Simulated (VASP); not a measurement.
# C: single point with r2SCAN

Crystal: C.

```
C
1.0
     1.76157    1.76157    0.00000
    -1.76157    1.76157    0.00000
     0.00000    1.76157    1.76157
C
2
Direct
  0.50000 0.50000 0.00000
  0.75000 0.25000 0.50000
```

| Quantity | Value |
| --- | --- |
| Program | VASP 6.6.1 |
| Task | single point |
| Functional | r2SCAN |
| Potentials or basis | VASP PAW PBE potentials, release 64 (C) |
| Cutoff | 520 eV |
| k mesh | 12 × 12 × 12 |
| Occupations | gaussian, width 0.01 eV |
| Spin | no spin polarisation |

```json
{
  "Pressure": "16.3 GPa",
  "Band gap on the k mesh": "4.43 eV (least direct gap 5.94 eV)"
}
```

Levels at points of the mesh, in eV from the valence-band top:
```tsv
k point	band 2	band 3	band 4	band 5	band 6	band 7
(0.00, 0.00, 0.00)	0.00	0.00	0.00	5.94	5.94	5.94
(0.50, 0.00, 0.00)	-14.47	-3.08	-3.08	9.03	9.03	9.65
(0.50, 0.50, 0.00)	-13.86	-6.89	-6.89	5.08	5.08	18.47
```

Run time: 41 s on 1 thread of Intel Xeon 8259CL (shared host), peak memory 0.12 GiB.

Caveat: the cell stands under pressure; the PAW data sets were made with another functional, which shifts forces and pressure a little. r2SCAN opens gaps a little over a GGA but as a rule still falls short of measured ones.
